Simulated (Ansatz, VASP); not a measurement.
**SnSe2 in VASP and in Ansatz**

Contents of INCAR:

```
SYSTEM = SnSe2
PREC = Accurate
ENCUT = 520
EDIFF = 1E-7
ISMEAR = -1
SIGMA = 0.02
LREAL = .FALSE.
LASPH = .TRUE.
NELM = 80
ALGO = Normal
ISIF = 2
LWAVE = .FALSE.
LCHARG = .FALSE.
GGA = PE
NBANDS = 20
```

Contents of KPOINTS:

```
regular mesh
0
G
  12 12 4
  0 0 0
```

The input POSCAR:

```
SnSe2
1.0
    4.0451107555      0.0000000000      0.0000000000
   -2.0225553777      3.5031686754      0.0000000000
    0.0000000000      0.0000000000      6.5851119105
Sn Se
1 2
Direct
    0.0000000000      0.0000000000      0.0000000000
    0.3333333333      0.6666666667      0.2295862780
    0.6666666667      0.3333333333      0.7704137220
```

Input for Ansatz:

```yaml
crystal:
  lattice:
    - [4.0451107555, 0.0, 0.0]
    - [-2.0225553777, 3.5031686754, 0.0]
    - [0.0, 0.0, 6.5851119105]
  atoms:
    - { symbol: Sn, position: [0.0, 0.0, 0.0] }
    - { symbol: Se, position: [0.3333333333, 0.6666666667, 0.229586278] }
    - { symbol: Se, position: [0.6666666667, 0.3333333333, 0.770413722] }
kpoints:
  mp_grid: { grid: [12, 12, 4] }
  band_path:
    path:
      - [0.0, 0.0, 0.0]
      - [0.5, 0.0, 0.0]
      - [0.3333333333, 0.3333333333, 0.0]
      - [0.0, 0.0, 0.5]
      - [0.5, 0.0, 0.5]
      - [0.3333333333, 0.3333333333, 0.5]
    npoints: 1
hamiltonian:
  xc: pbe
scf:
  occupations: { method: fermi_dirac, width: 0.02 }
  n_extra_bands: 4
output:
  forces: true
  stress: true
  eigenvalues: true
```

Change from the starting cell: hydrostatic strain +5.8%.

Alike in both runs: task single point; functional PBE; k mesh 12 × 12 × 4; occupations fermi-dirac, width 0.02 eV; no spin polarisation.

```csv
,VASP,Ansatz
version,VASP 6.6.1,Ansatz 0.2.0
potentials or method,"VASP PAW PBE potentials, release 64 (Sn_d, Se)","plane waves, PAW"
plane-wave cutoff (eV),520,420
valence electrons in the cell,26,46
```

```csv
,VASP,Ansatz,Ansatz less VASP
pressure (GPa),-1.9,-1.9,-0.04
"traceless stress, the component that is largest in VASP (GPa)",2.88,2.89,+0.006
rms of the force components (eV/Å),0.098,0.094,-0.0043
```

Atom by atom the forces differ by 0.004 eV/Å (rms over components). With one functional, cell and mesh, what is left measures potentials, basis and numerics. VASP's potentials hold 26 valence electrons a cell and Ansatz's 46, so a difference there can come from the potentials and not from the codes.
